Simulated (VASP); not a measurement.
# Si4C5 in VASP: further runs

Runs on Si4C5. Level: PBE. Tasks: single point, relaxation of the atoms.

Program: VASP 6.6.1. These are calculated values, not measurements. Logs are shortened: lines on timing, memory, paths and dates and some standing lists are left out, and cuts for length are marked.

## (1) The cell of the first run

The cell holds a slab with vacuum, 9 atoms: a = 3.097 Å, b = 4.379 Å, c = 20.133 Å, α = 90.00°, β = 90.00°, γ = 90.00°.

## (2) Single point, PBE, collinear spin

INCAR reads:

```
ALGO     = Normal         # electronic algorithm
DIPOL    = 0.5 0.5 0.329
EDIFF    = 1E-6           # SCF threshold, eV
ENCUT    = 520            # plane-wave cutoff, eV
GGA      = PE             # functional
IDIPOL   = 3            
ISIF     = 2              # what is computed and relaxed
ISMEAR   = 0              # smearing method
ISPIN    = 2              # spin polarisation
LASPH    = T              # aspherical terms in the spheres
LCHARG   = T              # write CHGCAR
LDIPOL   = T            
LELF     = T              # ELF
LORBIT   = 11             # projections on sites
LREAL    = F              # projectors in reciprocal space
LVACPOTAV= T            
LVHAR    = T            
LWAVE    = F              # write WAVECAR
MAGMOM   = 0 0 0 0 0 0 0 0 2 # initial moments
NBANDS   = 32             # bands
NELM     = 150            # most SCF steps
PREC     = Accurate       # precision mode
SIGMA    = 0.05           # smearing width, eV
```

KPOINTS reads:

```
k-points
0
Gamma
  9 6 1
```

POSCAR reads:

```
Si4C5
1.0
    3.0967389835      0.0000000000      0.0000000000
    0.0000000000      4.3794502696      0.0000000000
    0.0000000000      0.0000000000     20.1332068409
Si C
4 5
Direct
    0.5000000000      0.5000000000      0.1986767449
    0.0000000000      0.0000000000      0.2755829975
    0.5000000000      0.4971399929      0.3554907356
    0.0000000000      0.9498903522      0.4168952508
    0.0000000000      0.2500000000      0.1986767449
    0.5000000000      0.7500000000      0.2755829975
    0.0000000000      0.2559423736      0.3541649052
    0.5000000000      0.7547379257      0.4288043583
    0.5000000000      1.0880712590      0.4599733015
```

Potentials or basis: VASP PAW PBE potentials, release 64 (Si, C).

Launch:

```bash
$ cat potpaw_PBE.64/Si/POTCAR potpaw_PBE.64/C/POTCAR > POTCAR
$ mpirun -np 1 vasp_std > vasp.out
```

OUTCAR:

```text
EDIFF = 1E-6
   ENCUT = 520
   GGA = PE
   ISIF = 2
   ISMEAR = 0
   ISPIN = 2
   LASPH = T
   LORBIT = 11
   LREAL = F
   NELM = 150
   PREC = Accurate

 ion  position               nearest neighbor table
   1  0.500  0.500  0.199-   6 1.90   5 1.90   5 1.90   2 3.10   2 3.10   2 3.10   2 3.10
   2  0.000  0.000  0.276-   5 1.90   6 1.90   6 1.90   7 1.94   4 2.85   1 3.10   1 3.10   1 3.10
                             1 3.10   3 3.12   3 3.12   3 3.14   3 3.14
   3  0.500  0.497  0.355-   8 1.86   7 1.87   7 1.87   6 1.95   4 2.80   4 2.80   4 3.11   4 3.11
                             2 3.12   2 3.12   2 3.14   2 3.14
   4  0.000  0.950  0.417-   8 1.78   8 1.78   7 1.84   9 1.88   9 1.88   3 2.80   3 2.80   2 2.85
                             3 3.11   3 3.11
   5  0.000  0.250  0.199-   2 1.90   1 1.90   1 1.90
   6  0.500  0.750  0.276-   1 1.90   2 1.90   2 1.90   3 1.95
   7  0.000  0.256  0.354-   4 1.84   3 1.87   3 1.87   2 1.94
   8  0.500  0.755  0.429-   9 1.59   4 1.78   4 1.78   3 1.86
   9  0.500  0.088  0.460-   8 1.59   4 1.88   4 1.88

  LATTYP: Found a simple orthorhombic cell.
 ALAT       =     3.0967389835
 B/A-ratio  =     1.4142135624
 C/A-ratio  =     6.5014219630

  Lattice vectors:

 A1 = (   3.0967389835,   0.0000000000,   0.0000000000)
 A2 = (   0.0000000000,   4.3794502696,   0.0000000000)
 A3 = (   0.0000000000,   0.0000000000,  20.1332068409)

Analysis of symmetry for initial positions (statically):
=====================================================================
 Subroutine PRICEL returns:
 Original cell was already a primitive cell.

 Routine SETGRP: Setting up the symmetry group for a
 simple orthorhombic supercell.

 Subroutine GETGRP returns: Found  2 space group operations
 (whereof  2 operations were pure point group operations)
 out of a pool of  8 trial point group operations.

The static configuration has the point symmetry C_1h.

Analysis of symmetry for dynamics (positions and initial velocities):
=====================================================================
 Subroutine PRICEL returns:
 Original cell was already a primitive cell.

 Routine SETGRP: Setting up the symmetry group for a
 simple orthorhombic supercell.

 Subroutine GETGRP returns: Found  2 space group operations
 (whereof  2 operations were pure point group operations)
 out of a pool of  8 trial point group operations.

[... 171 lines left out ...]
  ---------------------------------------------------
  free energy    TOTEN  =       -60.22444569 eV

  energy without entropy =      -60.22138713  energy(sigma->0) =      -60.22291641

 E-fermi :  -0.5211     XC(G=0):  -4.6039

 val. band max:       -0.5338457097   @ k =   0.4444   0.3333   0.0000
 cond. band min:      -0.4883992993   @ k =   0.1111   0.0000   0.0000
 fundamental gap:      0.0454464104
 Fermi energy:        -0.5210999267

 spin component 1

 k-point     1 :       0.0000    0.0000    0.0000
  band No.  band energies     occupation
      1     -18.0974      1.00000
      2     -15.6235      1.00000
      3     -13.4457      1.00000
      4     -11.7001      1.00000
      5     -10.7663      1.00000
      6      -8.5023      1.00000
[... 649 lines left out ...]
     29       7.0367      0.00000
     30       7.1357      0.00000
 Fermi energy:        -0.5210999267

 spin component 2

 k-point     1 :       0.0000    0.0000    0.0000
  band No.  band energies     occupation
      1     -18.0931      1.00000
      2     -15.6163      1.00000
      3     -13.4405      1.00000
      4     -11.7028      1.00000
      5     -10.7591      1.00000
      6      -8.4884      1.00000
[... 649 lines left out ...]
     29       7.1105      0.00000
     30       7.1642      0.00000
 [bands above 30 left out]

------------------------ aborting loop because EDIFF is reached ----------------------------------------

  FORCE on cell =-STRESS in cart. coord.  units (eV):
  Direction    XX          YY          ZZ          XY          YZ          ZX
  --------------------------------------------------------------------------------------
  -------------------------------------------------------------------------------------
  Total        6.2410332     -3.7334503      0.2150252      0.0000000     -0.4114191      0.0000000
  in kB       36.6209763    -21.9070451      1.2617192      0.0000000     -2.4141145      0.0000000
  external PRESSURE =       5.3252168 kB  Pullay stress =       0.0000000 kB

 VOLUME and BASIS-vectors are now :
 -----------------------------------------------------------------------------
  energy-cutoff  :      520.00
  volume of cell :      273.05
      direct lattice vectors                 reciprocal lattice vectors
     3.096738983  0.000000000  0.000000000     0.322920338  0.000000000  0.000000000
     0.000000000  4.379450270  0.000000000     0.000000000  0.228339161  0.000000000
     0.000000000  0.000000000 20.133206841     0.000000000  0.000000000  0.049669186

 POSITION                                       TOTAL-FORCE (eV/Angst)
 -----------------------------------------------------------------------------------
      1.54837      2.18973      4.00000         0.000000     -2.736514      1.410292
      0.00000      0.00000      5.54837         0.000000      0.817094     -1.139052
      1.54837      2.17720      7.15717         0.000000     -0.971058     -0.879843
      0.00000      4.16000      8.39344         0.000000      3.449228      1.656566
      0.00000      1.09486      4.00000         0.000000      1.670632     -0.272940
      1.54837      3.28459      5.54837         0.000000      0.715838      0.401643
      0.00000      1.12089      7.13048         0.000000     -0.332033     -1.551805
      1.54837      3.30534      8.63321         0.000000      0.135049      0.358559
      1.54837      0.38570      9.26074         0.000000     -2.748236      0.016580
 -----------------------------------------------------------------------------------
    total drift:                                0.000000     -0.000018      0.000101

  FREE ENERGIE OF THE ION-ELECTRON SYSTEM (eV)
  ---------------------------------------------------
  free  energy   TOTEN  =       -60.2244456898 eV

  energy  without entropy=      -60.2213871303  energy(sigma->0) =      -60.22291641

 vacuum level on the upper side and lower side of the slab         4.851         4.363

 total charge

# of ion       s       p       d       tot
------------------------------------------
    1        0.749   0.849   0.000   1.598
    2        0.705   0.923   0.000   1.628
    3        0.704   0.933   0.000   1.637
    4        0.678   1.053   0.000   1.731
    5        0.860   1.524   0.000   2.385
    6        0.847   1.646   0.000   2.493
    7        0.848   1.697   0.000   2.545
    8        0.878   1.672   0.000   2.551
    9        0.963   1.362   0.000   2.325
--------------------------------------------------
tot          7.234  11.658   0.000  18.892

 magnetization (x)

# of ion       s       p       d       tot
------------------------------------------
    1        0.015   0.040   0.000   0.055
    2        0.001   0.000   0.000   0.001
    3        0.002   0.002   0.000   0.004
    4       -0.000  -0.000   0.000  -0.000
    5       -0.001  -0.019   0.000  -0.021
    6        0.001  -0.001   0.000   0.001
    7       -0.000  -0.003   0.000  -0.003
    8        0.001  -0.001   0.000   0.000
    9        0.001   0.007   0.000   0.008
--------------------------------------------------
tot          0.019   0.026   0.000   0.045
```

Run time: 10 min. Hardware: 1 thread of Intel Xeon Platinum 8259CL at 2.50GHz (Skylake/Cascade Lake), shared host; peak memory 0.58 GiB.

What came out:

```
Free energy                                           : -60.2244 eV
Largest force                                         : 3.826 eV/Å
Net moment                                            : 0.12 μB per cell
Site moments                                          : Si +0.06, +0.00, -0.00 (each value once); C -0.02, +0.00, -0.00, +0.01 (each value once) μB
Valence electrons inside the program's atomic spheres : Si 1.60, 1.63, 1.64, 1.73; C 2.38, 2.49, 2.54, 2.55, 2.33
```

Forces on the atoms (eV/Å):
```
Si   0.000 -2.737  1.410
Si   0.000  0.817 -1.139
Si   0.000 -0.971 -0.880
Si   0.000  3.449  1.657
C    0.000  1.671 -0.273
C    0.000  0.716  0.402
C    0.000 -0.332 -1.552
C    0.000  0.135  0.359
C    0.000 -2.748  0.017
```

Levels at points of the mesh, in eV from the Fermi level:
Spin up:
```
           k point  band 15  band 16  band 17  band 18  band 19  band 20  band 21  band 22
(0.00, 0.00, 0.00)    -2.01    -1.13    -0.92    -0.25     0.35     0.97     2.02     2.68
(0.00, 0.50, 0.00)    -2.29    -1.52    -0.81     0.22     0.37     0.92     2.24     3.85
```
Spin down:
```csv
k point,band 16,band 17,band 18,band 19,band 20,band 21
"(0.00, 0.00, 0.00)",-1.12,-0.92,-0.26,0.36,1.18,2.04
"(0.00, 0.50, 0.00)",-1.52,-0.85,0.38,0.45,1.01,2.25
```

(Part 1 of 2 ends here.)
